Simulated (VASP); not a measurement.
SnSe3: single point with PBE

SnSe3:

```
Sn Se
1.0
     6.22508    0.00000    0.00000
    -3.11254    5.39108    0.00000
     0.00000    0.00000    5.52135
Sn Se
2 6
Direct
  0.33333 0.66667 0.25000
  0.66667 0.33333 0.75000
  0.82193 0.64386 0.25000
  0.17807 0.82193 0.75000
  0.35614 0.17807 0.25000
  0.17807 0.35614 0.75000
  0.82193 0.17807 0.25000
  0.64386 0.82193 0.75000
```

```json
{"Program": "VASP 6.6.1", "Task": "single point", "Functional": "PBE", "Potentials or basis": "VASP PAW PBE potentials, release 64 (Sn_d, Se)", "Cutoff": "520 eV", "k mesh": "3 × 3 × 4", "Occupations": "gaussian, width 0.1 eV", "Spin": "no spin polarisation", "Dipole correction": "no", "Further INCAR settings": "ALGO = Normal; EDIFF = 1e-07; NBANDS = 42"}
```

```json
{"Pressure": "0.1 GPa", "Largest force": "0.009 eV/Å", "Band gap on the k mesh": "zero (band 32 reaches 6.42 eV, above the bottom of band 33 at 4.47 eV)"}
```

Forces on the atoms (eV/Å):
```
Sn   0.000  0.000  0.000
Sn   0.000  0.000  0.000
Se   0.000 -0.009  0.000
Se   0.008 -0.004  0.000
Se   0.008  0.004  0.000
Se   0.000  0.009  0.000
Se  -0.008  0.004  0.000
Se  -0.008 -0.004  0.000
```

Stress tensor (GPa, compression positive):
```
 0.19  0.00  0.00
 0.00  0.19  0.00
 0.00  0.00 -0.02
```

Levels at points of the mesh, in eV from the Fermi level:
| k point | band 30 | band 31 | band 32 | band 33 | band 34 | band 35 |
| --- | --- | --- | --- | --- | --- | --- |
| (0.00, 0.00, 0.00) | -0.86 | -0.33 | 0.92 | 0.92 | 1.28 | 1.77 |
| (0.00, 0.00, 0.50) | -0.36 | 0.37 | 0.37 | 1.43 | 1.43 | 1.43 |

Run time: 98 s on 1 thread of Intel(R) Xeon(R) Platinum 8375C CPU @ 2.90GHz (Ice Lake), on a shared host, peak memory 0.32 GiB.

Caveat: the k points lie up to 0.39 Å⁻¹ apart; spin-orbit coupling is left out, which moves the levels of the heavy elements.
